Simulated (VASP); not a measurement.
Here is a VASP 6.6.1 calculation.

INCAR

```
SYSTEM = C
PREC = Accurate
ENCUT = 600
EDIFF = 1E-6
ISMEAR = 0
SIGMA = 0.02
LREAL = .False.
LASPH = .True.
NELM = 120
ALGO = Normal
ISIF = 2
LWAVE = .False.
LCHARG = .True.
GGA = PS
LELF = .True.
LVHAR = .True.
NBANDS = 11
GGA_COMPAT = .False.
```

Contents of KPOINTS:

```
regular mesh
0
Gamma
  9 9 9
  0 0 0
```

File POSCAR:

```
C
1.0
    0.0284293211      1.7786094012      1.7786094012
    1.7786094012      0.0284293211      1.7786094012
    1.7786094012      1.7786094012      0.0284293211
C
2
Direct
    0.0002275318      0.0002275318      0.0002275318
    0.2497724682      0.2497724682      0.2497724682
```

Potentials or basis: VASP PAW PBE potentials, release 64 (C).

Run with:

```sh
$ cat potpaw_PBE.64/C/POTCAR > POTCAR
$ mpirun -np 1 vasp_std > vasp.out
```

(1) Estimate the band gap on the k mesh.

(2) Predict the largest force.

Results:

(1) 4.06 eV, indirect (least direct gap 5.10 eV).

(2) 0.009 eV/Å.

Caveat: the cell differs from its parent crystal (strained cell); the PAW data sets were made with another functional, which shifts forces and pressure a little.
